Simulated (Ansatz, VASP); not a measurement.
# Ir: VASP beside Ansatz

```
Ir
1.0
     0.00000    1.91560    1.91560
     1.91560    0.00000    1.91560
     1.91560    1.91560    0.00000
Ir
1
Direct
  0.00000 0.00000 0.00000
```

Alike in both runs: task single point; functional PBEsol; k mesh 8 × 8 × 8; occupations gaussian, width 0.1 eV; no spin polarisation.

|  | VASP | Ansatz |
| --- | --- | --- |
| version | VASP 6.6.1 | Ansatz 0.2.0 |
| potentials or method | VASP PAW PBE potentials, release 64 (Ir), cutoff 520 eV | scalar-relativistic, plane waves, PAW |
| valence electrons in the cell | 9 | 17 |

```tsv
	VASP	Ansatz	Ansatz less VASP
gap on the k mesh at the Fermi level (eV)	none	none	-
pressure (GPa)	2.2	1.2	-0.98
```

VASP's potentials were made for PBE, not for PBEsol. A gap of «none» marks a metal or a gap that the smearing closes. VASP's potentials hold 9 valence electrons a cell and Ansatz's 17, so a difference there can come from the potentials and not from the codes.

Spin-orbit coupling is off throughout.
